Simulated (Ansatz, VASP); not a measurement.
Pb: VASP beside Ansatz

```
Pb
1.0
     0.00000    3.52954    3.52954
     3.52954    0.00000    3.52954
     3.52954    3.52954    0.00000
Pb
2
Direct
  0.00000 0.00000 0.00000
  0.25000 0.25000 0.25000
```

Alike in both runs: functional PBE; k mesh 10 × 10 × 10; occupations gaussian, width 0.1 eV; no spin polarisation.

Ansatz relaxed the structure, and its values are those at the end. VASP's run is a single point on that final structure, the one shown.

|  | VASP | Ansatz |
| --- | --- | --- |
| version | VASP 6.6.1 | Ansatz 0.2.0 |
| potentials or method | VASP PAW PBE potentials, release 64 (Pb_d), cutoff 520 eV | scalar-relativistic, plane waves, PAW |
| valence electrons in the cell | 28 | 28 |

|  | VASP | Ansatz | Ansatz less VASP |
| --- | --- | --- | --- |
| gap on the k mesh at the Fermi level (eV) | none | none | - |
| pressure (GPa) | -0.1 | 0.0 | +0.04 |

A gap of «none» marks a metal or a gap that the smearing closes.

Spin-orbit coupling is off throughout.
